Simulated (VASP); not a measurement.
Input of a VASP 6.6.1 run:

The input INCAR:

```
PREC = Accurate ; ENCUT = 520
EDIFF = 1E-7 ; ISMEAR = 0
SIGMA = 0.1 ; LREAL = False
LASPH = True ; NELM = 100
ALGO = Normal ; ISIF = 2
LWAVE = False ; LCHARG = False
GGA = PS ; NBANDS = 19
```

KPOINTS

```
regular mesh
0
Gamma
  18 18 8
```

File POSCAR:

```
Cd
1.0
    2.8707000119      0.0000000000      0.0000000000
   -1.4353500059      2.4860991369      0.0000000000
    0.0000000000      0.0000000000      4.7855388024
Cd
2
Direct
    0.3333333333      0.6666666667      0.2500000000
    0.6666666667      0.3333333333      0.7500000000
```

Potentials or basis: VASP PAW PBE potentials, release 64 (Cd).

Run with:

```bash
$ cat potpaw_PBE.64/Cd/POTCAR > POTCAR
$ mpirun -np 1 vasp_std > vasp.out
```

Question: What does it give for the band gap on the k mesh?

Answer: Zero (bands 12 and 13 overlap by 2.59 eV).

Question: What does it give for the pressure?

Answer: 21.0 GPa.

Stress tensor (GPa, compression positive):
```
21.05  0.00  0.00
 0.00 21.05  0.00
 0.00  0.00 20.93
```

Caveat: the cell stands under pressure; the PAW data sets were made with another functional, which shifts forces and pressure a little.
